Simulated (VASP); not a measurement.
# Pd (I4/mmm) in VASP: further runs

Runs on Pd. Level: PBEsol. Tasks: single point.

Everything below comes from runs of VASP 6.6.1. Logs are shortened: lines on timing, memory, paths and dates and some standing lists are left out, and cuts for length are marked.

## 1. The cell of the first run

It takes space group I4/mmm (No. 139, tetragonal). Conventional cell: a = 2.751 Å, b = 2.751 Å, c = 3.715 Å, α = 90.00°, β = 90.00°, γ = 90.00°. Within 3.5 Å of Pd (site symmetry 4/mmm) lie 12 Pd at 2.69 to 2.75 Å.

## 2. Single point, PBEsol (strain -0.0450 x Voigt [0, 0, 1, 0, 0, 0])

File INCAR:

```
ALGO = Normal
EDIFF = 1E-6
ENCUT = 520
GGA = PS
ISIF = 2
ISMEAR = 0
LASPH = T
LCHARG = T
LELF = T
LREAL = F
LVHAR = T
LWAVE = F
NBANDS = 11
NELM = 60
PREC = Accurate
SIGMA = 0.15
```

File KPOINTS:

```
k-points
0
Gamma
  20 20 20
```

File POSCAR:

```
Pd
1.0
    0.0000000000      1.9449000000      1.8573795000
    1.9449000000      0.0000000000      1.8573795000
    1.9449000000      1.9449000000      0.0000000000
Pd
1
Direct
    0.0000000000      0.0000000000      0.0000000000
```

Potentials or basis: VASP PAW PBE potentials, release 64 (Pd).

Run with:

```console
$ cat potpaw_PBE.64/Pd/POTCAR > POTCAR
$ mpirun -np 1 vasp_std > vasp.out
```

OUTCAR:

```text
EDIFF = 1E-6
   ENCUT = 520
   GGA = PS
   ISIF = 2
   ISMEAR = 0
   LASPH = T
   LREAL = F
   NELM = 60
   PREC = Accurate

 ion  position               nearest neighbor table
   1  0.000  0.000  0.000-

  LATTYP: Found a body centered tetragonal cell.
 ALAT       =     2.7505039575
 C/A-ratio  =     1.3505739521

  Lattice vectors:

 A1 = (   0.0000000000,  -1.9449000000,  -1.8573795000)
 A2 = (   0.0000000000,   1.9449000000,  -1.8573795000)
 A3 = (   1.9449000000,   0.0000000000,   1.8573795000)

Analysis of symmetry for initial positions (statically):
=====================================================================
 Subroutine PRICEL returns:
 Original cell was already a primitive cell.

 Routine SETGRP: Setting up the symmetry group for a
 body centered tetragonal supercell.

 Subroutine GETGRP returns: Found 16 space group operations
 (whereof 16 operations were pure point group operations)
 out of a pool of 16 trial point group operations.

The static configuration has the point symmetry D_4h.

Analysis of symmetry for dynamics (positions and initial velocities):
=====================================================================
 Subroutine PRICEL returns:
 Original cell was already a primitive cell.

 Routine SETGRP: Setting up the symmetry group for a
 body centered tetragonal supercell.

 Subroutine GETGRP returns: Found 16 space group operations
 (whereof 16 operations were pure point group operations)
 out of a pool of 16 trial point group operations.

The dynamic configuration has the point symmetry D_4h.

 Subroutine INISYM returns: Found 16 space group operations
 (whereof 16 operations are pure point group operations),
 and found     1 'primitive' translations

----------------------------------------------------------------------------------------

                                     Primitive cell

  volume of cell :      14.0516

  direct lattice vectors                    reciprocal lattice vectors
     0.000000000  1.944900000  1.857379500    -0.257082626  0.257082626  0.269196467
     1.944900000  0.000000000  1.857379500     0.257082626 -0.257082626  0.269196467
     1.944900000  1.944900000  0.000000000     0.257082626  0.257082626 -0.269196467

  length of vectors
     2.689329771  2.689329771  2.750503957     0.452382241  0.452382241  0.452382241

  position of ions in fractional coordinates (direct lattice)
     0.000000000  0.000000000  0.000000000

  ion indices of the primitive-cell ions
   primitive index   ion index
                 1           1

----------------------------------------------------------------------------------------

 KPOINTS: k-points

Automatic generation of k-mesh.
 Grid dimensions read from file:
 generate k-points for:   20   20   20

 Generating k-lattice:

  Cartesian coordinates                     Fractional coordinates (reciprocal lattice)
    -0.012854131  0.012854131  0.013459823     0.050000000  0.000000000  0.000000000
     0.012854131 -0.012854131  0.013459823     0.000000000  0.050000000  0.000000000
     0.012854131  0.012854131 -0.013459823     0.000000000  0.000000000  0.050000000

  Length of vectors
     0.022619112  0.022619112  0.022619112

  Shift w.r.t. Gamma in fractional coordinates (k-lattice)
     0.000000000  0.000000000  0.000000000

 Subroutine IBZKPT returns following result:
 ===========================================

 Found    641 irreducible k-points:

 Following reciprocal coordinates:
            Coordinates               Weight
  0.000000  0.000000  0.000000      1.000000
  0.050000  0.000000  0.000000      8.000000
  0.100000 -0.000000  0.000000      8.000000
  0.150000 -0.000000  0.000000      8.000000
  0.200000 -0.000000  0.000000      8.000000
  0.250000 -0.000000  0.000000      8.000000
[... 16 lines left out ...]
 -0.400000  0.050000  0.000000      8.000000
 -0.350000  0.050000  0.000000      8.000000
 [... further k-points ...]
   k-points           NKPTS =    641   k-points in BZ     NKDIM =    641   number of bands    NBANDS=     11
   number of dos      NEDOS =    301   number of ions     NIONS =      1
   total plane-waves  NPLWV =   8000
   dimension x,y,z NGX =    20 NGY =   20 NGZ =   20
   dimension x,y,z NGXF=    40 NGYF=   40 NGZF=   40
   ions per type =               1
   NGX,Y,Z   is equivalent  to a cutoff of  12.36, 12.36, 12.09 a.u.
   NGXF,Y,Z  is equivalent  to a cutoff of  24.73, 24.73, 24.18 a.u.
 SYSTEM =  unknown system
   PREC   = accura    normal or accurate (medium, high low for compatibility)
   ISTART =      0    job   : 0-new  1-cont  2-samecut
   ICHARG =      2    charge: 1-file 2-atom 10-const
   ISPIN  =      1    spin polarized calculation?
   LNONCOLLINEAR =      F non collinear calculations
   LSORBIT =      F    spin-orbit coupling
   LASPH  =      T    aspherical Exc in radial PAW
   ENCUT  =  520.0 eV  38.22 Ry    6.18 a.u.   5.00  5.00  5.11*2*pi/ulx,y,z
   NELM   =     60;   NELMIN=  2; NELMDL= -5     # of ELM steps
   EDIFF  = 0.1E-05   stopping-criterion for ELM
   LREAL  =      F    real-space projection
   EDIFFG = 0.1E-04   stopping-criterion for IOM
   NSW    =      0    number of steps for IOM
   IBRION =     -1    ionic relax: 0-MD 1-quasi-New 2-CG
   NFREE  =      0    steps in history (QN), initial steepest desc. (CG)
   ISIF   =      2    stress and relaxation
   ISYM   =      2    0-nonsym 1-usesym 2-fastsym
   POTIM  = 0.5000    time-step for ionic-motion
   TEBEG  =    0.0;   TEEND  =   0.0 temperature during run
   PSTRESS=    0.0 pullay stress
   NELECT =      10.0000    total number of electrons
   NUPDOWN=      -1.0000    fix difference up-down
   EMIN   =  10.00;   EMAX   =-10.00  energy-range for DOS
   EFERMI =   0.00;   METHOD = LEGACY
   ISMEAR =     0;   SIGMA  =   0.15  broadening in eV -4-tet -1-fermi 0-gaus
   EFERMI_NEDOS =   21; number of points for ismear=-14 and -15
   IALGO  =     38    algorithm
   IMIX   =      4    mixing-type and parameters
     AMIX     =   0.40;   BMIX     =  1.00
     AMIX_MAG =   1.60;   BMIX_MAG =  1.00
  volume/ion in A,a.u.               =      14.05        94.82
  Fermi-wavevector in a.u.,A,eV,Ry     =   1.461615  2.762053 29.066391  2.136319
  Thomas-Fermi vector in A             =   2.577926
   LORBIT       =      0    0 simple, 1 ext, 2 COOP (PROOUT), +10 PAW based schemes
   GGA     = PS    functional components
   LHFCALC =     F    Hartree Fock is set to
   AEXX    =    0.0000 exact exchange contribution
   IVDW    =     0    specifies the selected vdW correction
   LEPSILON=     F    determine dielectric tensor
   LRPA    =     F    only Hartree local field effects (RPA)
 non-spin polarized calculation
 Gauss-broadening in eV      SIGMA  =   0.15
  energy-cutoff  :      520.00
  volume of cell :       14.05
 maximum number of plane-waves:       392
   NGX =  9   NGY =  9   NGZ = 11

 number of electron      10.0000005 magnetization

 Free energy of the ion-electron system (eV)
  ---------------------------------------------------
  ext. energy  EPLUGINS =         0.00000000
  ---------------------------------------------------
  free energy    TOTEN  =        -5.95811907 eV

  energy without entropy =       -5.93317421  energy(sigma->0) =       -5.94564664

 E-fermi :  10.4592     XC(G=0): -13.6845

 val. band max:       10.4534762551   @ k =  -0.4500   0.0500   0.0000
 cond. band min:      10.4598282867   @ k =  -0.4000   0.0500   0.4000
 fundamental gap:      0.0063520317
 Fermi energy:        10.4591696736

 k-point     1 :       0.0000    0.0000    0.0000
  band No.  band energies     occupation
      1       2.8394      2.00000
      2       7.2363      2.00000
      3       7.2363      2.00000
      4       7.6848      2.00000
      5       8.8928      2.00000
      6       9.3666      2.00000
      7      27.6399      0.00000
      8      32.2481      0.00000
      9      32.2481      0.00000
     10      33.4933      0.00000
     11      36.3736      0.00000

 k-point     2 :       0.0500    0.0000    0.0000
  band No.  band energies     occupation
      1       2.9348      2.00000
      2       7.2266      2.00000
      3       7.2708      2.00000
      4       7.6920      2.00000
      5       8.8806      2.00000
      6       9.3443      2.00000
      7      27.7517      0.00000
      8      31.8385      0.00000
      9      32.3667      0.00000
     10      33.3732      0.00000
     11      36.4014      0.00000

 k-point     3 :       0.1000   -0.0000    0.0000
  band No.  band energies     occupation
      1       3.2124      2.00000
      2       7.1822      2.00000
      3       7.3613      2.00000
      4       7.7341      2.00000
      5       8.8585      2.00000
      6       9.2887      2.00000
      7      28.0354      0.00000
      8      30.6334      0.00000
      9      32.7105      0.00000
     10      33.5484      0.00000
     11      36.4230      0.00000

 k-point     4 :       0.1500   -0.0000    0.0000
  band No.  band energies     occupation
      1       3.6409      2.00000
      2       7.1119      2.00000
      3       7.4660      2.00000
      4       7.8192      2.00000
      5       8.8712      2.00000
      6       9.2346      2.00000
      7      28.1991      0.00000
      8      29.2776      0.00000
      9      33.2409      0.00000
     10      34.0117      0.00000
     11      36.4216      0.00000

 k-point     5 :       0.2000   -0.0000    0.0000
  band No.  band energies     occupation
      1       4.1466      2.00000
      2       7.1039      2.00000
      3       7.5212      2.00000
      4       7.8964      2.00000
      5       8.9840      2.00000
      6       9.2407      2.00000
      7      27.0786      0.00000
      8      28.9339      0.00000
      9      33.8760      0.00000
     10      34.5712      0.00000
     11      36.3955      0.00000

 k-point     6 :       0.2500   -0.0000    0.0000
  band No.  band energies     occupation
      1       4.5857      2.00000
      2       7.3217      2.00000
      3       7.4909      2.00000
      4       7.9040      2.00000
      5       9.2284      2.00000
      6       9.3611      2.00000
      7      25.3483      0.00000
      8      28.7571      0.00000
      9      34.3872      0.00000
     10      34.9452      0.00000
     11      36.2850      0.00000

 k-point     7 :       0.3000   -0.0000    0.0000
  band No.  band energies     occupation
      1       4.8113      2.00000
      2       7.3991      2.00000
      3       7.8375      2.00000
      4       7.9163      2.00000
      5       9.5667      2.00000
      6       9.5872      2.00000
      7      23.5152      0.00000
      8      28.3052      0.00000
      9      34.1089      0.00000
     10      34.6821      0.00000
     11      36.5418      0.00000

 k-point     8 :       0.3500   -0.0000    0.0000
  band No.  band energies     occupation
      1       4.8442      2.00000
      2       7.2887      2.00000
      3       7.7380      2.00000
      4       8.8435      2.00000
      5       9.8575      2.00000
      6       9.9306      2.00000
      7      21.6863      0.00000
      8      27.7671      0.00000
      9      33.1575      0.00000
     10      33.9282      0.00000
     11      37.0127      0.00000
[... 141 lines left out ...]
 k-point    19 :       0.4000    0.0500    0.0000
  band No.  band energies     occupation
      1       4.8830      2.00000
      2       7.2893      2.00000
      3       7.6182      2.00000
      4       8.9856      2.00000
      5      10.2992      1.86841
      6      10.5376      0.45959
      7      20.4976      0.00000
      8      27.5151      0.00000
      9      31.6828      0.00000
     10      33.5492      0.00000
     11      36.4123      0.00000

 k-point    20 :       0.4500    0.0500    0.0000
  band No.  band energies     occupation
      1       4.8264      2.00000
      2       7.2101      2.00000
      3       7.5353      2.00000
      4       9.5198      2.00000
      5      10.4995      0.70351
      6      11.3097      0.00000
      7      19.0158      0.00000
      8      27.1857      0.00000
      9      31.2893      0.00000
     10      32.7078      0.00000
     11      36.4115      0.00000

 k-point    21 :       0.5000    0.0500    0.0000
  band No.  band energies     occupation
      1       4.7953      2.00000
      2       7.1686      2.00000
      3       7.4949      2.00000
      4       9.7914      2.00000
      5      10.5561      0.36075
      6      11.8470      0.00000
      7      18.1833      0.00000
      8      27.0367      0.00000
      9      31.2302      0.00000
     10      32.1663      0.00000
     11      36.4109      0.00000

 k-point    22 :      -0.4500    0.0500    0.0000
  band No.  band energies     occupation
      1       4.8045      2.00000
      2       7.1714      2.00000
      3       7.5030      2.00000
      4       9.8087      2.00000
      5      10.4535      1.04281
      6      11.6931      0.00000
      7      18.4194      0.00000
      8      27.0814      0.00000
      9      31.5602      0.00000
     10      31.9523      0.00000
     11      36.4084      0.00000

 k-point    23 :      -0.4000    0.0500    0.0000
  band No.  band energies     occupation
      1       4.8494      2.00000
      2       7.2193      2.00000
      3       7.5580      2.00000
      4       9.5104      2.00000
      5      10.2077      1.98225
      6      11.0503      0.00000
      7      19.5797      0.00000
      8      27.3178      0.00000
      9      32.0490      0.00000
     10      32.2805      0.00000
     11      36.4022      0.00000

 k-point    24 :      -0.3500    0.0500    0.0000
  band No.  band energies     occupation
      1       4.9046      2.00000
      2       7.3063      2.00000
      3       7.6509      2.00000
      4       8.8288      2.00000
      5       9.8606      2.00000
      6      10.4662      0.94702
      7      21.2094      0.00000
      8      27.7244      0.00000
      9      32.3940      0.00000
     10      33.3547      0.00000
     11      36.4147      0.00000

 [... further k-points ...]
[... 5 lines left out ...]
  --------------------------------------------------------------------------------------
  -------------------------------------------------------------------------------------
  Total        0.5932199      0.5932199      0.8213378      0.0000000     -0.0000000     -0.0000000
  in kB       67.6396108     67.6396108     93.6498715      0.0000000     -0.0000000     -0.0000000
  external PRESSURE =      76.3096977 kB  Pullay stress =       0.0000000 kB

 VOLUME and BASIS-vectors are now :
 -----------------------------------------------------------------------------
  energy-cutoff  :      520.00
  volume of cell :       14.05
      direct lattice vectors                 reciprocal lattice vectors
     0.000000000  1.944900000  1.857379500    -0.257082626  0.257082626  0.269196467
     1.944900000  0.000000000  1.857379500     0.257082626 -0.257082626  0.269196467
     1.944900000  1.944900000  0.000000000     0.257082626  0.257082626 -0.269196467

 POSITION                                       TOTAL-FORCE (eV/Angst)
 -----------------------------------------------------------------------------------
      0.00000      0.00000      0.00000        -0.000000      0.000000      0.000000
 -----------------------------------------------------------------------------------
    total drift:                                0.000000      0.000000      0.000000

  FREE ENERGIE OF THE ION-ELECTRON SYSTEM (eV)
  ---------------------------------------------------
  free  energy   TOTEN  =        -5.9581190660 eV

  energy  without entropy=       -5.9331742066  energy(sigma->0) =       -5.94564664
```

It took 1.8 min on 1 thread of Intel Xeon 8259CL, shared host; peak memory 0.21 GiB.

Results:

- Free energy: -5.9581 eV
- Pressure: 7.6 GPa
- Band gap on the k mesh: zero (bands 5 and 6 overlap by 1.84 eV)

Stress tensor (GPa, compression positive):
```
6.76 0.00 0.00
0.00 6.76 0.00
0.00 0.00 9.36
```

Caveat: the cell differs from its parent crystal (strain -0.0450 x Voigt [0, 0, 1, 0, 0, 0]); the cell stands under pressure; the PAW data sets were made with another functional, which shifts forces and pressure a little.

(Continued in part 2 of 3.)
